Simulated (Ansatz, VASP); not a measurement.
**TiAl in VASP and in Ansatz**

```
CELL_PARAMETERS angstrom
3.18632 0.00000 0.00000
0.00000 3.18632 0.00000
0.00000 0.00000 3.18632
ATOMIC_POSITIONS crystal
Ti 0.00000 0.00000 0.00000
Al 0.50000 0.50000 0.50000
```

Alike in both runs: functional PBE; k mesh 14 × 14 × 14; occupations gaussian, width 0.1 eV; no spin polarisation.

Ansatz relaxed the structure, and its values are those at the end. VASP's run is a single point on that final structure, the one shown.

|  | VASP | Ansatz |
| --- | --- | --- |
| version | VASP 6.6.1 | Ansatz 0.2.0 |
| potentials or method | VASP PAW PBE potentials, release 64 (Ti_sv, Al), cutoff 520 eV | scalar-relativistic, plane waves, PAW |
| valence electrons in the cell | 15 | 15 |

```tsv
	VASP	Ansatz	Ansatz less VASP
gap on the k mesh at the Fermi level (eV)	none	none	-
pressure (GPa)	-0.1	0.0	+0.06
```

A gap of «none» marks a metal or a gap that the smearing closes. The functional is the same, so the differences come from potentials, cutoffs and numerics.
